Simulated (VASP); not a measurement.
# LiF (zincblende type) (F-43m) in VASP: a series of runs

Runs on LiF (zincblende type). Level: PBE. Tasks: electric field gradients.

All numbers are computed with VASP 6.6.1; they aren't measurements. Logs are shortened: lines on timing, memory, paths and dates and some standing lists are left out, and cuts for length are marked.

## 1. The cell of the first run

The structure is cubic, space group F-43m (No. 216). The conventional cell has a = 4.306 Å, b = 4.306 Å, c = 4.306 Å, α = 90.00°, β = 90.00°, γ = 90.00°. Li (site symmetry -43m) has 4 F at 1.86 Å within 2.5 Å. Within 2.5 Å of F (site symmetry -43m) lie 4 Li at 1.86 Å.

## 2. Electric field gradients, PBE (volume scaled by 0.96)

INCAR

```
SYSTEM = LiF
PREC     = Accurate       ! precision mode
ENCUT    = 520            ! plane-wave cutoff, eV
EDIFF    = 1E-8           ! SCF threshold, eV
ISMEAR   = -1             ! smearing method
SIGMA    = 0.03           ! smearing width, eV
LREAL    = .FALSE.        ! projectors in reciprocal space
LASPH    = .TRUE.         ! aspherical terms in the spheres
NELM     = 60             ! most SCF steps
ALGO     = Normal         ! electronic algorithm
ISIF     = 2              ! what is computed and relaxed
LWAVE    = .FALSE.        ! write WAVECAR
LCHARG   = .FALSE.        ! write CHGCAR
GGA      = PE             ! functional
LEFG     = .TRUE.       
NBANDS   = 12             ! bands
```

KPOINTS

```
Automatic mesh
0
G
  16 16 16
  0 0 0
```

POSCAR

```
LiF
1.0
    0.0000000000      2.1530675187      2.1530675187
    2.1530675187      0.0000000000      2.1530675187
    2.1530675187      2.1530675187      0.0000000000
Li F
1 1
Direct
    0.0000000000      0.0000000000      0.0000000000
    0.2500000000      0.2500000000      0.2500000000
```

Potentials or basis: VASP PAW PBE potentials, release 64 (Li_sv, F).

The run is started by

```console
$ cat potpaw_PBE.64/Li_sv/POTCAR potpaw_PBE.64/F/POTCAR > POTCAR
$ mpirun -np 1 vasp_std > vasp.out
```

OUTCAR:

```text
SYSTEM = LiF
   PREC = Accurate
   ENCUT = 520
   EDIFF = 1E-8
   ISMEAR = -1
   LREAL = .FALSE.
   LASPH = .TRUE.
   NELM = 60
   ISIF = 2
   GGA = PE

 ion  position               nearest neighbor table
   1  0.000  0.000  0.000-   2 1.86   2 1.86   2 1.86   2 1.86
   2  0.250  0.250  0.250-   1 1.86   1 1.86   1 1.86   1 1.86

  LATTYP: Found a face centered cubic cell.
 ALAT       =     4.3061350374

  Lattice vectors:

 A1 = (   0.0000000000,   2.1530675187,   2.1530675187)
 A2 = (   2.1530675187,   0.0000000000,   2.1530675187)
 A3 = (   2.1530675187,   2.1530675187,   0.0000000000)

Analysis of symmetry for initial positions (statically):
=====================================================================
 Subroutine PRICEL returns:
 Original cell was already a primitive cell.

 Routine SETGRP: Setting up the symmetry group for a
 face centered cubic supercell.

 Subroutine GETGRP returns: Found 24 space group operations
 (whereof 24 operations were pure point group operations)
 out of a pool of 48 trial point group operations.

The static configuration has the point symmetry T_d .

Analysis of symmetry for dynamics (positions and initial velocities):
=====================================================================
 Subroutine PRICEL returns:
 Original cell was already a primitive cell.

 Routine SETGRP: Setting up the symmetry group for a
 face centered cubic supercell.

 Subroutine GETGRP returns: Found 24 space group operations
 (whereof 24 operations were pure point group operations)
 out of a pool of 48 trial point group operations.

The dynamic configuration has the point symmetry T_d .

 Subroutine INISYM returns: Found 24 space group operations
 (whereof 24 operations are pure point group operations),
 and found     1 'primitive' translations

----------------------------------------------------------------------------------------

                                     Primitive cell

  volume of cell :      19.9619

  direct lattice vectors                    reciprocal lattice vectors
     0.000000000  2.153067519  2.153067519    -0.232226809  0.232226809  0.232226809
     2.153067519  0.000000000  2.153067519     0.232226809 -0.232226809  0.232226809
     2.153067519  2.153067519  0.000000000     0.232226809  0.232226809 -0.232226809

  length of vectors
     3.044897286  3.044897286  3.044897286     0.402228633  0.402228633  0.402228633

  position of ions in fractional coordinates (direct lattice)
     0.000000000  0.000000000  0.000000000
     0.250000000  0.250000000  0.250000000

  ion indices of the primitive-cell ions
   primitive index   ion index
                 1           1
                 2           2

----------------------------------------------------------------------------------------

 KPOINTS: Automatic mesh

Automatic generation of k-mesh.
 Grid dimensions read from file:
 generate k-points for:   16   16   16

 Generating k-lattice:

  Cartesian coordinates                     Fractional coordinates (reciprocal lattice)
    -0.014514176  0.014514176  0.014514176     0.062500000  0.000000000  0.000000000
     0.014514176 -0.014514176  0.014514176     0.000000000  0.062500000  0.000000000
     0.014514176  0.014514176 -0.014514176     0.000000000  0.000000000  0.062500000

  Length of vectors
     0.025139290  0.025139290  0.025139290

  Shift w.r.t. Gamma in fractional coordinates (k-lattice)
     0.000000000  0.000000000  0.000000000

 Subroutine IBZKPT returns following result:
 ===========================================

 Found    145 irreducible k-points:

 Following reciprocal coordinates:
            Coordinates               Weight
  0.000000  0.000000  0.000000      1.000000
  0.062500  0.000000  0.000000      8.000000
  0.125000  0.000000  0.000000      8.000000
  0.187500  0.000000  0.000000      8.000000
  0.250000  0.000000  0.000000      8.000000
  0.312500  0.000000  0.000000      8.000000
[... 16 lines left out ...]
 -0.125000  0.062500  0.000000     24.000000
 -0.062500  0.062500  0.000000     12.000000
 [... further k-points ...]
   k-points           NKPTS =    145   k-points in BZ     NKDIM =    145   number of bands    NBANDS=     12
   number of dos      NEDOS =    301   number of ions     NIONS =      2
   total plane-waves  NPLWV =  13824
   dimension x,y,z NGX =    24 NGY =   24 NGZ =   24
   dimension x,y,z NGXF=    48 NGYF=   48 NGZF=   48
   ions per type =               1   1
   NGX,Y,Z   is equivalent  to a cutoff of  13.10, 13.10, 13.10 a.u.
   NGXF,Y,Z  is equivalent  to a cutoff of  26.21, 26.21, 26.21 a.u.
 SYSTEM =  LiF
   PREC   = accura    normal or accurate (medium, high low for compatibility)
   ISTART =      0    job   : 0-new  1-cont  2-samecut
   ICHARG =      2    charge: 1-file 2-atom 10-const
   ISPIN  =      1    spin polarized calculation?
   LNONCOLLINEAR =      F non collinear calculations
   LSORBIT =      F    spin-orbit coupling
   LASPH  =      T    aspherical Exc in radial PAW
   ENCUT  =  520.0 eV  38.22 Ry    6.18 a.u.   5.66  5.66  5.66*2*pi/ulx,y,z
   NELM   =     60;   NELMIN=  2; NELMDL= -5     # of ELM steps
   EDIFF  = 0.1E-07   stopping-criterion for ELM
   LREAL  =      F    real-space projection
   EDIFFG = 0.1E-06   stopping-criterion for IOM
   NSW    =      0    number of steps for IOM
   IBRION =     -1    ionic relax: 0-MD 1-quasi-New 2-CG
   NFREE  =      0    steps in history (QN), initial steepest desc. (CG)
   ISIF   =      2    stress and relaxation
   ISYM   =      2    0-nonsym 1-usesym 2-fastsym
   POTIM  = 0.5000    time-step for ionic-motion
   TEBEG  =    0.0;   TEEND  =   0.0 temperature during run
   PSTRESS=    0.0 pullay stress
   NELECT =      10.0000    total number of electrons
   NUPDOWN=      -1.0000    fix difference up-down
   EMIN   =  10.00;   EMAX   =-10.00  energy-range for DOS
   EFERMI =   0.00;   METHOD = LEGACY
   ISMEAR =    -1;   SIGMA  =   0.03  broadening in eV -4-tet -1-fermi 0-gaus
   EFERMI_NEDOS =   21; number of points for ismear=-14 and -15
   IALGO  =     38    algorithm
   IMIX   =      4    mixing-type and parameters
     AMIX     =   0.40;   BMIX     =  1.00
     AMIX_MAG =   1.60;   BMIX_MAG =  1.00
  volume/ion in A,a.u.               =       9.98        67.35
  Fermi-wavevector in a.u.,A,eV,Ry     =   1.300191  2.457005 23.000606  1.690497
  Thomas-Fermi vector in A             =   2.431406
   LORBIT       =      0    0 simple, 1 ext, 2 COOP (PROOUT), +10 PAW based schemes
   GGA     = PE    functional components
   LHFCALC =     F    Hartree Fock is set to
   AEXX    =    0.0000 exact exchange contribution
   IVDW    =     0    specifies the selected vdW correction
   LEPSILON=     F    determine dielectric tensor
   LRPA    =     F    only Hartree local field effects (RPA)
 non-spin polarized calculation
  energy-cutoff  :      520.00
  volume of cell :       19.96
 maximum number of plane-waves:       548
   NGX = 11   NGY = 11   NGZ = 11

 number of electron      10.0000000 magnetization

 number of electron       9.9999986 magnetization

 Free energy of the ion-electron system (eV)
  ---------------------------------------------------
  ext. energy  EPLUGINS =         0.00000000
  ---------------------------------------------------
  free energy    TOTEN  =        -9.62182820 eV

  energy without entropy =       -9.62182820  energy(sigma->0) =       -9.62182820

 E-fermi :  -1.9333     XC(G=0):  -8.8131

 val. band max:       -2.5828026530   @ k =   0.0000   0.0000   0.0000
 cond. band min:       5.2703437651   @ k =   0.0000   0.0000   0.0000
 fundamental gap:      7.8531464182
 Fermi energy:        -1.9332979137

 k-point     1 :       0.0000    0.0000    0.0000
  band No.  band energies     occupation
      1     -42.9521      2.00000
      2     -21.9046      2.00000
      3      -2.5828      2.00000
      4      -2.5828      2.00000
      5      -2.5828      2.00000
      6       5.2703      0.00000
      7      16.8080      0.00000
      8      16.8080      0.00000
      9      16.8080      0.00000
     10      25.4009      0.00000
     11      25.4009      0.00000
     12      25.4009      0.00000
[... 331 lines left out ...]
 k-point    24 :      -0.0625    0.0625    0.0000
  band No.  band energies     occupation
      1     -42.9485      2.00000
      2     -21.8874      2.00000
      3      -2.7915      2.00000
      4      -2.6451      2.00000
      5      -2.5930      2.00000
      6       5.5643      0.00000
      7      16.6671      0.00000
      8      16.6979      0.00000
      9      16.9481      0.00000
     10      23.5760      0.00000
     11      23.5902      0.00000
     12      26.0057      0.00000

 [... further k-points ...]
[... 5 lines left out ...]
  --------------------------------------------------------------------------------------
  -------------------------------------------------------------------------------------
  Total        0.2603042      0.2603042      0.2603042     -0.0000000     -0.0000000      0.0000000
  in kB       20.8924262     20.8924262     20.8924262     -0.0000000     -0.0000000      0.0000000
  external PRESSURE =      20.8924262 kB  Pullay stress =       0.0000000 kB

 VOLUME and BASIS-vectors are now :
 -----------------------------------------------------------------------------
  energy-cutoff  :      520.00
  volume of cell :       19.96
      direct lattice vectors                 reciprocal lattice vectors
     0.000000000  2.153067519  2.153067519    -0.232226809  0.232226809  0.232226809
     2.153067519  0.000000000  2.153067519     0.232226809 -0.232226809  0.232226809
     2.153067519  2.153067519  0.000000000     0.232226809  0.232226809 -0.232226809

 POSITION                                       TOTAL-FORCE (eV/Angst)
 -----------------------------------------------------------------------------------
      0.00000      0.00000      0.00000        -0.000000     -0.000000      0.000000
      1.07653      1.07653      1.07653         0.000000      0.000000     -0.000000
 -----------------------------------------------------------------------------------
    total drift:                               -0.000000     -0.000000      0.000000

  FREE ENERGIE OF THE ION-ELECTRON SYSTEM (eV)
  ---------------------------------------------------
  free  energy   TOTEN  =        -9.6218281999 eV

  energy  without entropy=       -9.6218281999  energy(sigma->0) =       -9.62182820

 Electric field gradients (V/A^2)
---------------------------------------------------------------------
 ion       V_xx      V_yy      V_zz      V_xy      V_xz      V_yz
---------------------------------------------------------------------
   1      -0.000     0.000     0.000    -0.002    -0.002    -0.002
   2       0.000     0.000     0.000    -0.004    -0.004    -0.004
---------------------------------------------------------------------

 Electric field gradients after diagonalization (V/A^2)
 (convention: |V_zz| > |V_xx| > |V_yy|)
----------------------------------------------------------------------
 ion       V_xx      V_yy      V_zz     asymmetry (V_yy - V_xx)/ V_zz
----------------------------------------------------------------------
   1       0.002     0.002    -0.003       0.000
   2       0.004     0.004    -0.008       0.000
----------------------------------------------------------------------

           NMR quadrupolar parameters

 Cq : quadrupolar parameter    Cq=e*Q*V_zz/h
 eta: asymmetry parameters     (V_yy - V_xx)/ V_zz
 Q  : nuclear electric quadrupole moment in mb (millibarn)
----------------------------------------------------------------------
 ion       Cq(MHz)       eta       Q (mb)
----------------------------------------------------------------------
   1      -0.000       0.000       1.000
   2      -0.000       0.000       1.000
----------------------------------------------------------------------
```

Run time: 22 s. Hardware: 1 thread of Intel Xeon Platinum 8259CL at 2.50GHz (Skylake/Cascade Lake), shared host; peak memory 0.15 GiB.

Results:

* Free energy: -9.6218 eV
* Band gap on the k mesh: 7.85 eV, direct

Caveat: the cutoff is under 1.25 times the usual one of these potentials, so pressure, stress and relaxed cells hold a basis-set (Pulay) error; without QUAD_EFG the Cq values of the log hold for a quadrupole moment of 1 mb, not for the nuclei.

## 3. Electric field gradients, PBE (volume scaled by 0.98)

INCAR

```
SYSTEM = LiF
  PREC = Accurate
  ENCUT = 520
  EDIFF = 1E-8
  ISMEAR = -1
  SIGMA = 0.03
  LREAL = .FALSE.
  LASPH = .TRUE.
  NELM = 60
  ALGO = Normal
  ISIF = 2
  LWAVE = .FALSE.
  LCHARG = .FALSE.
  GGA = PE
  LEFG = .TRUE.
  NBANDS = 12
```

KPOINTS

```
regular mesh
0
G
  16 16 16
  0 0 0
```

POSCAR

```
LiF
1.0
    0.0000000000      2.1679167294      2.1679167294
    2.1679167294      0.0000000000      2.1679167294
    2.1679167294      2.1679167294      0.0000000000
Li F
1 1
Direct
    0.0000000000      0.0000000000      0.0000000000
    0.2500000000      0.2500000000      0.2500000000
```

Potentials or basis: VASP PAW PBE potentials, release 64 (Li_sv, F).

The run is started by

```console
$ cat potpaw_PBE.64/Li_sv/POTCAR potpaw_PBE.64/F/POTCAR > POTCAR
$ mpirun -np 1 vasp_std > vasp.out
```

OUTCAR:

```text
SYSTEM = LiF
   PREC = Accurate
   ENCUT = 520
   EDIFF = 1E-8
   ISMEAR = -1
   LREAL = .FALSE.
   LASPH = .TRUE.
   NELM = 60
   ISIF = 2
   GGA = PE

 ion  position               nearest neighbor table
   1  0.000  0.000  0.000-   2 1.88   2 1.88   2 1.88   2 1.88
   2  0.250  0.250  0.250-   1 1.88   1 1.88   1 1.88   1 1.88

  LATTYP: Found a face centered cubic cell.
 ALAT       =     4.3358334588

  Lattice vectors:

 A1 = (   0.0000000000,   2.1679167294,   2.1679167294)
 A2 = (   2.1679167294,   0.0000000000,   2.1679167294)
 A3 = (   2.1679167294,   2.1679167294,   0.0000000000)

Analysis of symmetry for initial positions (statically):
=====================================================================
 Subroutine PRICEL returns:
 Original cell was already a primitive cell.

 Routine SETGRP: Setting up the symmetry group for a
 face centered cubic supercell.

 Subroutine GETGRP returns: Found 24 space group operations
 (whereof 24 operations were pure point group operations)
 out of a pool of 48 trial point group operations.

The static configuration has the point symmetry T_d .

Analysis of symmetry for dynamics (positions and initial velocities):
=====================================================================
 Subroutine PRICEL returns:
 Original cell was already a primitive cell.

 Routine SETGRP: Setting up the symmetry group for a
 face centered cubic supercell.

 Subroutine GETGRP returns: Found 24 space group operations
 (whereof 24 operations were pure point group operations)
 out of a pool of 48 trial point group operations.

The dynamic configuration has the point symmetry T_d .

 Subroutine INISYM returns: Found 24 space group operations
[... 166 lines left out ...]
     12      25.0218      0.00000
[... 331 lines left out ...]
 k-point    24 :      -0.0625    0.0625    0.0000
  band No.  band energies     occupation
      1     -43.0993      2.00000
      2     -21.9471      2.00000
      3      -2.8773      2.00000
      4      -2.7344      2.00000
      5      -2.6839      2.00000
      6       5.3600      0.00000
      7      16.3930      0.00000
      8      16.4230      0.00000
      9      16.6753      0.00000
     10      23.2409      0.00000
     11      23.2465      0.00000
     12      25.6188      0.00000

 [... further k-points ...]
[... 5 lines left out ...]
  --------------------------------------------------------------------------------------
  -------------------------------------------------------------------------------------
  Total        0.1102795      0.1102795      0.1102795      0.0000000     -0.0000000      0.0000000
  in kB        8.6705724      8.6705724      8.6705724      0.0000000     -0.0000000      0.0000000
  external PRESSURE =       8.6705724 kB  Pullay stress =       0.0000000 kB

 VOLUME and BASIS-vectors are now :
 -----------------------------------------------------------------------------
  energy-cutoff  :      520.00
  volume of cell :       20.38
      direct lattice vectors                 reciprocal lattice vectors
     0.000000000  2.167916729  2.167916729    -0.230636165  0.230636165  0.230636165
     2.167916729  0.000000000  2.167916729     0.230636165 -0.230636165  0.230636165
     2.167916729  2.167916729  0.000000000     0.230636165  0.230636165 -0.230636165

 POSITION                                       TOTAL-FORCE (eV/Angst)
 -----------------------------------------------------------------------------------
      0.00000      0.00000      0.00000         0.000000     -0.000000     -0.000000
      1.08396      1.08396      1.08396        -0.000000      0.000000      0.000000
 -----------------------------------------------------------------------------------
    total drift:                                0.000000      0.000000      0.000000

  FREE ENERGIE OF THE ION-ELECTRON SYSTEM (eV)
  ---------------------------------------------------
  free  energy   TOTEN  =        -9.6267184060 eV

  energy  without entropy=       -9.6267184060  energy(sigma->0) =       -9.62671841

 Electric field gradients (V/A^2)
---------------------------------------------------------------------
 ion       V_xx      V_yy      V_zz      V_xy      V_xz      V_yz
---------------------------------------------------------------------
   1      -0.000    -0.000    -0.000    -0.001    -0.001    -0.001
   2       0.000     0.000    -0.000    -0.003    -0.003    -0.003
---------------------------------------------------------------------

 Electric field gradients after diagonalization (V/A^2)
 (convention: |V_zz| > |V_xx| > |V_yy|)
----------------------------------------------------------------------
 ion       V_xx      V_yy      V_zz     asymmetry (V_yy - V_xx)/ V_zz
----------------------------------------------------------------------
   1       0.001     0.001    -0.002       0.000
   2       0.003     0.003    -0.006       0.000
----------------------------------------------------------------------

           NMR quadrupolar parameters

 Cq : quadrupolar parameter    Cq=e*Q*V_zz/h
 eta: asymmetry parameters     (V_yy - V_xx)/ V_zz
 Q  : nuclear electric quadrupole moment in mb (millibarn)
----------------------------------------------------------------------
 ion       Cq(MHz)       eta       Q (mb)
----------------------------------------------------------------------
   1      -0.000       0.000       1.000
   2      -0.000       0.000       1.000
----------------------------------------------------------------------
```

stdout:

```text
POSCAR found type information on POSCAR LiF
 POSCAR found :  2 types and       2 ions
 scaLAPACK will be used
 LDA part: xc-table for (Slater+PW92), standard interpolation
 POSCAR, INCAR and KPOINTS ok, starting setup
 FFT: planning ... GRIDC
 FFT: planning ... GRID_SOFT
 FFT: planning ... GRID
 WAVECAR not read
 entering main loop
ion   1

ion   2
```

It took 23 s on 1 thread of Intel Xeon Platinum 8259CL at 2.50GHz (Skylake/Cascade Lake), shared host; peak memory 0.15 GiB.

What came out:

| Quantity | Value |
| --- | --- |
| Free energy | -9.6267 eV |
| Band gap on the k mesh | 7.74 eV, direct |

Levels at points of the mesh, in eV from the valence-band top:
```
           k point  band 1  band 2  band 3  band 4  band 5  band 6  band 7  band 8  band 9  band 10
(0.00, 0.00, 0.00)  -40.43  -19.29    0.00    0.00    0.00    7.74   19.21   19.21   19.21    27.70
(0.50, 0.00, 0.00)  -40.40  -19.12   -1.92   -0.25   -0.25   11.75   14.67   18.86   18.86    25.89
(0.50, 0.50, 0.00)  -40.38  -19.06   -1.35   -0.77   -0.77   10.50   15.74   19.17   19.17    21.21
```

Caveat: the cutoff is under 1.25 times the usual one of these potentials, so pressure, stress and relaxed cells hold a basis-set (Pulay) error; without QUAD_EFG the Cq values of the log hold for a quadrupole moment of 1 mb, not for the nuclei. A k mesh can miss the band edges.
